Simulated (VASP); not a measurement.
Set up this calculation in VASP 6.6.1, as the native input.

- Task: single point
- Functional: r2SCAN
- Potentials or basis: VASP PAW PBE potentials, release 64 (Ca_sv, N, Pt)
- Cutoff: 520 eV
- k mesh: 6 × 6 × 6
- Occupations: fermi-dirac, width 0.1 eV
- Spin: no spin polarisation
- Dipole correction: no
- Further INCAR settings: ALGO = Normal; EDIFF = 1e-07; NBANDS = 35

The system is CaPtN6.

```
CELL_PARAMETERS angstrom
2.49396 4.31967 0.00000
-2.49396 4.31967 0.00000
-2.49396 1.43989 4.67398
ATOMIC_POSITIONS crystal
Ca 0.50000 0.00000 0.50000
N 0.24900 0.84600 0.79000
N 0.90500 0.45900 0.79000
N 0.63600 0.11500 0.79000
N 0.75100 0.15400 0.21000
N 0.09500 0.54100 0.21000
N 0.36400 0.88500 0.21000
Pt 0.00000 0.00000 0.00000
```

The input as run:

POSCAR

```
CaPtN6
1.0
    2.4939640000      4.3196710000      0.0000000000
   -2.4939640000      4.3196710000      0.0000000000
   -2.4939640000      1.4398870000      4.6739770000
Ca N Pt
1 6 1
Direct
    0.5000000000      0.0000000000      0.5000000000
    0.2490000000      0.8460000000      0.7900000000
    0.9050000000      0.4590000000      0.7900000000
    0.6360000000      0.1150000000      0.7900000000
    0.7510000000      0.1540000000      0.2100000000
    0.0950000000      0.5410000000      0.2100000000
    0.3640000000      0.8850000000      0.2100000000
    0.0000000000      0.0000000000      0.0000000000
```

INCAR.step1

```
ALGO = Normal
EDIFF = 1E-4
ENCUT = 520
GGA = PE
ISMEAR = -1
LASPH = True
LCHARG = False
LREAL = False
LWAVE = True
NBANDS = 35
NELM = 100
PREC = Accurate
SIGMA = 0.1
```

INCAR.step2

```
ALGO = Normal
EDIFF = 1E-7
ENCUT = 520
ISIF = 2
ISMEAR = -1
ISTART = 1
LASPH = True
LCHARG = False
LMIXTAU = True
LREAL = False
LWAVE = False
METAGGA = R2SCAN
NBANDS = 35
NELM = 100
PREC = Accurate
SIGMA = 0.1
```

KPOINTS

```
k-points
0
Gamma
  6 6 6
```

Potentials or basis: VASP PAW PBE potentials, release 64 (Ca_sv, N, Pt).

The run is started by

```bash
$ cat potpaw_PBE.64/Ca_sv/POTCAR potpaw_PBE.64/N/POTCAR potpaw_PBE.64/Pt/POTCAR > POTCAR
$ cp INCAR.step1 INCAR
$ mpirun -np 1 vasp_std > vasp.out
$ cp INCAR.step2 INCAR
$ mpirun -np 1 vasp_std > vasp.out
```

Results of the run:

```
Pressure               : 31.4 GPa
Largest force          : 2.380 eV/Å
Band gap on the k mesh : zero (bands 25 and 26 overlap by 0.21 eV)
```

Caveat: the stress differs along the axes, from 29 to 36 GPa; the PAW data sets were made with another functional, which shifts forces and pressure a little; spin-orbit coupling is left out, which moves the levels of the heavy elements.

Wall time 8.8 min on 1 thread of Intel(R) Xeon(R) Platinum 8259CL CPU @ 2.50GHz (Skylake/Cascade Lake), with other jobs on the host, peak memory 0.35 GiB.
